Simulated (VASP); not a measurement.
Wanted: the native input for a VASP 6.6.1 run.

```
Task                   : single point
Functional             : LDA
Potentials or basis    : VASP PAW LDA potentials, release 64 (Mo_sv, N)
Cutoff                 : 520 eV
k mesh                 : 18 × 18 × 18
Occupations            : fermi-dirac, width 0.15 eV
Spin                   : no spin polarisation
Dipole correction      : no
Further INCAR settings : ALGO = Normal; EDIFF = 1e-07; NBANDS = 24
```

The structure of Mo2N lies in POSCAR:

```
Mo2N
1.0
    1.4304202981      0.8258535442      4.8942515199
   -1.4304202981      0.8258535442      4.8942515199
    0.0000000000     -1.6517070884      4.8942515199
Mo N
2 1
Direct
    0.2432228621      0.2432228621      0.2432228621
    0.7567771379      0.7567771379      0.7567771379
    0.0000000000      0.0000000000      0.0000000000
```

These files were run (other wordings do the same):

INCAR

```
ALGO = Normal
EDIFF = 1E-7
ENCUT = 520
ISIF = 2
ISMEAR = -1
LASPH = True
LCHARG = False
LREAL = False
LWAVE = False
NBANDS = 24
NELM = 60
PREC = Accurate
SIGMA = 0.15
```

KPOINTS

```
k-points
0
Gamma
  18 18 18
```

Potentials or basis: VASP PAW LDA potentials, release 64 (Mo_sv, N).

Run with:

```sh
$ cat potpaw_LDA.64/Mo_sv/POTCAR potpaw_LDA.64/N/POTCAR > POTCAR
$ mpirun -np 1 vasp_std > vasp.out
```

It gave:

| Property | Result |
| --- | --- |
| Pressure | 1.5 GPa |
| Largest force | 0.037 eV/Å |
| Band gap on the k mesh | zero (an odd number of electrons rules out a gap without spin polarisation) |

Run time: 15 min on 1 thread of AMD EPYC 7R13 Processor (Zen 3), on a shared host, peak memory 0.49 GiB.
